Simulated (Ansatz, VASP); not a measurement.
# Ti3Al: VASP beside Ansatz

```
Ti Al
1.0
     0.00000    3.25318    3.25318
     3.25318    0.00000    3.25318
     3.25318    3.25318    0.00000
Ti Al
3 1
Direct
  0.00000 0.00000 0.00000
  0.25000 0.25000 0.25000
  0.75000 0.75000 0.75000
  0.50000 0.50000 0.50000
```

Change from the starting cell: volume scaled by 1.02.

Alike in both runs: task single point; functional PBEsol; k mesh 7 × 7 × 7; occupations fermi-dirac, width 0.05 eV; no spin polarisation.

|  | VASP | Ansatz |
| --- | --- | --- |
| version | VASP 6.6.1 | Ansatz 0.2.0 |
| potentials or method | VASP PAW PBE potentials, release 64 (Ti_sv, Al), cutoff 520 eV | all-electron LAPW, scalar-relativistic |

```tsv
	VASP	Ansatz	Ansatz less VASP
gap on the k mesh at the Fermi level (eV)	none	none	-
pressure (GPa)	-6.8	-6.7	+0.04
```

VASP's potentials were made for PBE, not for PBEsol. A gap of «none» marks a metal or a gap that the smearing closes. Ansatz ran all-electron here, and VASP with PAW potentials.
